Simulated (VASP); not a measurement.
# TiRuC4N4 (Cmm2) in VASP: single point with PBE

Aim: the single point of TiRuC4N4 with PBE.

All numbers are computed with VASP 6.6.1; they aren't measurements. Logs are shortened: lines on timing, memory, paths and dates and some standing lists are left out, and cuts for length are marked.

### 1 The cell of the first run

It takes space group Cmm2 (No. 35, orthorhombic). The conventional cell has a = 7.852 Å, b = 9.461 Å, c = 4.903 Å, α = 90.00°, β = 90.00°, γ = 90.00°. Ti (site symmetry mm2) has 4 N at 1.89 to 1.96 Å within 2.5 Å. Within 2.5 Å of Ru (site symmetry mm2) lie 4 C at 1.90 to 1.98 Å. Within 1.6 Å of C (site symmetry m) lie 1 N at 1.19 Å. C (site symmetry m) has 1 N at 1.22 Å within 1.6 Å. N (site symmetry m) has 1 C at 1.19 Å within 1.6 Å. Within 1.6 Å of N (site symmetry m) lie 1 C at 1.22 Å.

### 2 Single point, PBE, collinear spin, ferromagnetic start

Contents of INCAR:

```
PREC = Accurate
ENCUT = 520
EDIFF = 1E-6
ISMEAR = 0
SIGMA = 0.1
LREAL = False
LASPH = True
NELM = 150
ALGO = Normal
ISIF = 2
LWAVE = False
LCHARG = False
ISPIN = 2
MAGMOM = 0 -0.55 0 0 0 0 0 0 0 0
LORBIT = 11
LMAXMIX = 4
GGA = PE
NBANDS = 46
```

Contents of KPOINTS:

```
regular mesh
0
Gamma
  4 4 4
```

Contents of POSCAR:

```
TiRuC4N4
1.0
    3.9259166004     -4.7305886813      0.0000000000
    3.9259166004      4.7305886813      0.0000000000
    0.0000000000      0.0000000000      4.9028450398
Ti Ru C N
1 1 4 4
Direct
    0.0000000000      0.0000000000      0.5433310368
    0.5000000000      0.5000000000      0.9177841478
    0.7052797013      0.2947202987      0.8411032782
    0.7035394604      0.7035394604      0.1258789266
    0.2964605396      0.2964605396      0.1258789266
    0.2947202987      0.7052797013      0.8411032782
    0.8204692441      0.1795307559      0.7416545444
    0.8086081619      0.8086081619      0.3090334082
    0.1913918381      0.1913918381      0.3090334082
    0.1795307559      0.8204692441      0.7416545444
```

Potentials or basis: VASP PAW PBE potentials, release 64 (Ti_sv, Ru_pv, C, N).

On the command line:

```bash
$ cat potpaw_PBE.64/Ti_sv/POTCAR potpaw_PBE.64/Ru_pv/POTCAR potpaw_PBE.64/C/POTCAR potpaw_PBE.64/N/POTCAR > POTCAR
$ mpirun -np 1 vasp_std > vasp.out
```

OUTCAR:

```text
PREC = Accurate
   ENCUT = 520
   EDIFF = 1E-6
   ISMEAR = 0
   LREAL = False
   LASPH = True
   NELM = 150
   ISIF = 2
   ISPIN = 2
   LORBIT = 11
   GGA = PE

 ion  position               nearest neighbor table
   1  0.000  0.000  0.543-   8 1.89   9 1.89   7 1.96  10 1.96
   2  0.500  0.500  0.918-   4 1.90   5 1.90   3 1.98   6 1.98
   3  0.705  0.295  0.841-   7 1.19   2 1.98
   4  0.704  0.704  0.126-   8 1.22   2 1.90
   5  0.296  0.296  0.126-   9 1.22   2 1.90
   6  0.295  0.705  0.841-  10 1.19   2 1.98
   7  0.820  0.180  0.742-   3 1.19   1 1.96
   8  0.809  0.809  0.309-   4 1.22   1 1.89
   9  0.191  0.191  0.309-   5 1.22   1 1.89
  10  0.180  0.820  0.742-   6 1.19   1 1.96

  LATTYP: Found a base centered orthorhombic cell.
 ALAT       =     7.8518332008
 B/A-ratio  =     1.2049641301
 C/A-ratio  =     0.6244204270

  Lattice vectors:

 A1 = (   3.9259166004,  -4.7305886813,   0.0000000000)
 A2 = (   3.9259166004,   4.7305886813,   0.0000000000)
 A3 = (   0.0000000000,   0.0000000000,   4.9028450398)

Analysis of symmetry for initial positions (statically):
=====================================================================
 Subroutine PRICEL returns:
 Original cell was already a primitive cell.

 Routine SETGRP: Setting up the symmetry group for a
 base centered orthorhombic supercell.

 Subroutine GETGRP returns: Found  4 space group operations
 (whereof  4 operations were pure point group operations)
 out of a pool of  8 trial point group operations.

The static configuration has the point symmetry C_2v.

Analysis of symmetry for dynamics (positions and initial velocities):
=====================================================================
 Subroutine PRICEL returns:
 Original cell was already a primitive cell.

 Routine SETGRP: Setting up the symmetry group for a
 base centered orthorhombic supercell.

 Subroutine GETGRP returns: Found  4 space group operations
 (whereof  4 operations were pure point group operations)
 out of a pool of  8 trial point group operations.

The dynamic configuration has the point symmetry C_2v.

Analysis of structural, dynamic, and magnetic symmetry:
=====================================================================
 Subroutine PRICEL returns:
 Original cell was already a primitive cell.

 Routine SETGRP: Setting up the symmetry group for a
 base centered orthorhombic supercell.

 Subroutine GETGRP returns: Found  4 space group operations
 (whereof  4 operations were pure point group operations)
 out of a pool of  8 trial point group operations.

The overall configuration has the point symmetry C_2v.

 Subroutine INISYM returns: Found  4 space group operations
 (whereof  4 operations are pure point group operations),
 and found     1 'primitive' translations

----------------------------------------------------------------------------------------

                                     Primitive cell

  volume of cell :     182.1103

  direct lattice vectors                    reciprocal lattice vectors
     3.925916600 -4.730588681  0.000000000     0.127358793 -0.105695091  0.000000000
     3.925916600  4.730588681  0.000000000     0.127358793  0.105695091  0.000000000
     0.000000000  0.000000000  4.902845040     0.000000000  0.000000000  0.203963207

  length of vectors
     6.147462113  6.147462113  4.902845040     0.165504424  0.165504424  0.203963207

  position of ions in fractional coordinates (direct lattice)
     0.000000000  0.000000000  0.543331037
     0.500000000  0.500000000  0.917784148
     0.705279701  0.294720299  0.841103278
     0.703539460  0.703539460  0.125878927
     0.296460540  0.296460540  0.125878927
     0.294720299  0.705279701  0.841103278
     0.820469244  0.179530756  0.741654544
     0.808608162  0.808608162  0.309033408
[... 69 lines left out ...]
   dimension x,y,z NGXF=    96 NGYF=   96 NGZF=   72
   ions per type =               1   1   4   4
   NGX,Y,Z   is equivalent  to a cutoff of  12.98, 12.98, 12.21 a.u.
   NGXF,Y,Z  is equivalent  to a cutoff of  25.96, 25.96, 24.41 a.u.
 SYSTEM =  unknown system
   PREC   = accura    normal or accurate (medium, high low for compatibility)
   ISTART =      0    job   : 0-new  1-cont  2-samecut
   ICHARG =      2    charge: 1-file 2-atom 10-const
   ISPIN  =      2    spin polarized calculation?
   LNONCOLLINEAR =      F non collinear calculations
   LSORBIT =      F    spin-orbit coupling
   LASPH  =      T    aspherical Exc in radial PAW
   ENCUT  =  520.0 eV  38.22 Ry    6.18 a.u.  11.43 11.43  9.12*2*pi/ulx,y,z
   NELM   =    150;   NELMIN=  2; NELMDL= -5     # of ELM steps
   EDIFF  = 0.1E-05   stopping-criterion for ELM
   LREAL  =      F    real-space projection
   EDIFFG = 0.1E-04   stopping-criterion for IOM
   NSW    =      0    number of steps for IOM
   IBRION =     -1    ionic relax: 0-MD 1-quasi-New 2-CG
   NFREE  =      0    steps in history (QN), initial steepest desc. (CG)
   ISIF   =      2    stress and relaxation
   ISYM   =      2    0-nonsym 1-usesym 2-fastsym
   POTIM  = 0.5000    time-step for ionic-motion
   TEBEG  =    0.0;   TEEND  =   0.0 temperature during run
   PSTRESS=    0.0 pullay stress
   NELECT =      62.0000    total number of electrons
   NUPDOWN=      -1.0000    fix difference up-down
   EMIN   =  10.00;   EMAX   =-10.00  energy-range for DOS
   EFERMI =   0.00;   METHOD = LEGACY
   ISMEAR =     0;   SIGMA  =   0.10  broadening in eV -4-tet -1-fermi 0-gaus
   EFERMI_NEDOS =   21; number of points for ismear=-14 and -15
   IALGO  =     38    algorithm
   IMIX   =      4    mixing-type and parameters
     AMIX     =   0.40;   BMIX     =  1.00
     AMIX_MAG =   1.60;   BMIX_MAG =  1.00
  volume/ion in A,a.u.               =      18.21       122.89
  Fermi-wavevector in a.u.,A,eV,Ry     =   1.143126  2.160194 17.779222  1.306736
  Thomas-Fermi vector in A             =   2.279822
   LORBIT       =     11    0 simple, 1 ext, 2 COOP (PROOUT), +10 PAW based schemes
   GGA     = PE    functional components
   LHFCALC =     F    Hartree Fock is set to
   AEXX    =    0.0000 exact exchange contribution
   IVDW    =     0    specifies the selected vdW correction
   LEPSILON=     F    determine dielectric tensor
   LRPA    =     F    only Hartree local field effects (RPA)
 spin polarized calculation
 Gauss-broadening in eV      SIGMA  =   0.10
  energy-cutoff  :      520.00
  volume of cell :      182.11
 maximum number of plane-waves:      4937
 NGX is ok and might be reduce to    48
   NGX = 23   NGY = 23   NGZ = 19

 number of electron      62.0000000 magnetization       0.0000622

 number of electron      62.0000000 magnetization      -0.0000195

 Free energy of the ion-electron system (eV)
  ---------------------------------------------------
  ext. energy  EPLUGINS =         0.00000000
  ---------------------------------------------------
  free energy    TOTEN  =       -86.35074811 eV

  energy without entropy =      -86.34525693  energy(sigma->0) =      -86.34800252

 E-fermi :   1.3135     XC(G=0):  -7.9333

 val. band max:        1.2856840456   @ k =   0.5000   0.5000   0.2500
 cond. band min:       1.3623095740   @ k =   0.0000   0.0000   0.2500
 fundamental gap:      0.0766255284
 Fermi energy:         1.3135236769

 spin component 1

 k-point     1 :       0.0000    0.0000    0.0000
  band No.  band energies     occupation
      1     -57.0238      1.00000
      2     -41.9052      1.00000
      3     -41.8508      1.00000
      4     -41.4470      1.00000
      5     -33.3809      1.00000
      6     -33.2709      1.00000
[... 955 lines left out ...]
     42       6.0932      0.00000
     43       6.1945      0.00000
 Fermi energy:         1.3135236769

 spin component 2

 k-point     1 :       0.0000    0.0000    0.0000
  band No.  band energies     occupation
      1     -57.0238      1.00000
      2     -41.9052      1.00000
      3     -41.8508      1.00000
      4     -41.4470      1.00000
      5     -33.3809      1.00000
      6     -33.2709      1.00000
[... 955 lines left out ...]
     42       6.0932      0.00000
     43       6.1945      0.00000
 [bands above 43 left out]

------------------------ aborting loop because EDIFF is reached ----------------------------------------

  FORCE on cell =-STRESS in cart. coord.  units (eV):
  Direction    XX          YY          ZZ          XY          YZ          ZX
  --------------------------------------------------------------------------------------
  -------------------------------------------------------------------------------------
  Total       -1.5584170     -0.8927603     -1.3805250      0.0000000      0.0000000      0.0000000
  in kB      -13.7107070     -7.8543639    -12.1456413      0.0000000      0.0000000      0.0000000
  external PRESSURE =     -11.2369040 kB  Pullay stress =       0.0000000 kB

 VOLUME and BASIS-vectors are now :
 -----------------------------------------------------------------------------
  energy-cutoff  :      520.00
  volume of cell :      182.11
      direct lattice vectors                 reciprocal lattice vectors
     3.925916600 -4.730588681  0.000000000     0.127358793 -0.105695091  0.000000000
     3.925916600  4.730588681  0.000000000     0.127358793  0.105695091  0.000000000
     0.000000000  0.000000000  4.902845040     0.000000000  0.000000000  0.203963207

 POSITION                                       TOTAL-FORCE (eV/Angst)
 -----------------------------------------------------------------------------------
      0.00000      0.00000      2.66387         0.000000     -0.000000      0.206872
      3.92592      0.00000      4.49975         0.000000     -0.000000      0.464867
      3.92592     -1.94219      4.12380         0.000000      0.199820     -0.151556
      5.52407      0.00000      0.61716         0.126406     -0.000000      0.133089
      2.32776      0.00000      0.61716        -0.126406     -0.000000      0.133089
      3.92592      1.94219      4.12380         0.000000     -0.199820     -0.151556
      3.92592     -3.03202      3.63622         0.000000      0.211015      0.174879
      6.34906      0.00000      1.51514        -0.532356     -0.000000     -0.492281
      1.50278      0.00000      1.51514         0.532356     -0.000000     -0.492281
      3.92592      3.03202      3.63622         0.000000     -0.211015      0.174879
 -----------------------------------------------------------------------------------
    total drift:                                0.000000     -0.000000     -0.000713

  FREE ENERGIE OF THE ION-ELECTRON SYSTEM (eV)
  ---------------------------------------------------
  free  energy   TOTEN  =       -86.3507481090 eV

  energy  without entropy=      -86.3452569299  energy(sigma->0) =      -86.34800252

 total charge

# of ion       s       p       d       tot
------------------------------------------
    1        2.230   6.233   1.872  10.335
    2        0.423   6.374   6.126  12.923
    3        0.955   1.575   0.000   2.530
    4        0.940   1.554   0.000   2.494
    5        0.940   1.554   0.000   2.494
    6        0.955   1.575   0.000   2.530
    7        1.293   2.627   0.000   3.920
    8        1.286   2.617   0.000   3.904
    9        1.286   2.617   0.000   3.904
   10        1.293   2.627   0.000   3.920
--------------------------------------------------
tot         11.602  29.353   7.998  48.953

 magnetization (x)

# of ion       s       p       d       tot
------------------------------------------
    1       -0.000  -0.000  -0.000  -0.000
    2        0.000   0.000   0.000   0.000
    3        0.000  -0.000   0.000  -0.000
    4        0.000  -0.000   0.000  -0.000
    5        0.000  -0.000   0.000  -0.000
    6        0.000  -0.000   0.000  -0.000
    7        0.000  -0.000   0.000  -0.000
    8        0.000  -0.000   0.000   0.000
    9        0.000  -0.000   0.000   0.000
   10        0.000  -0.000   0.000  -0.000
--------------------------------------------------
tot          0.000  -0.000  -0.000  -0.000
```

It took 4.2 min on 1 thread of Intel Xeon 6975P-C (Granite Rapids), shared host; peak memory 0.51 GiB.

Results:

| Item | Value |
| --- | --- |
| Free energy | -86.3507 eV |
| Pressure | -1.1 GPa |
| Largest force | 0.725 eV/Å |
| Band gap on the k mesh | zero (filled and empty bands overlap) |
| Net moment | 0.00 μB per cell |
| Valence electrons inside the program's atomic spheres | Ti 10.34; Ru 12.92; C 2.53, 2.49 (each value once); N 3.92, 3.90 (each value once) |

Forces in eV/Å, atoms in the order of the input:
```
Ti   0.000  0.000  0.207
Ru   0.000  0.000  0.465
C    0.000  0.200 -0.152
C    0.126  0.000  0.133
C   -0.126  0.000  0.133
C    0.000 -0.200 -0.152
N    0.000  0.211  0.175
N   -0.532  0.000 -0.492
N    0.532  0.000 -0.492
N    0.000 -0.211  0.175
```

The gap in the log of VASP goes by the Fermi energy; the results here count the filled bands.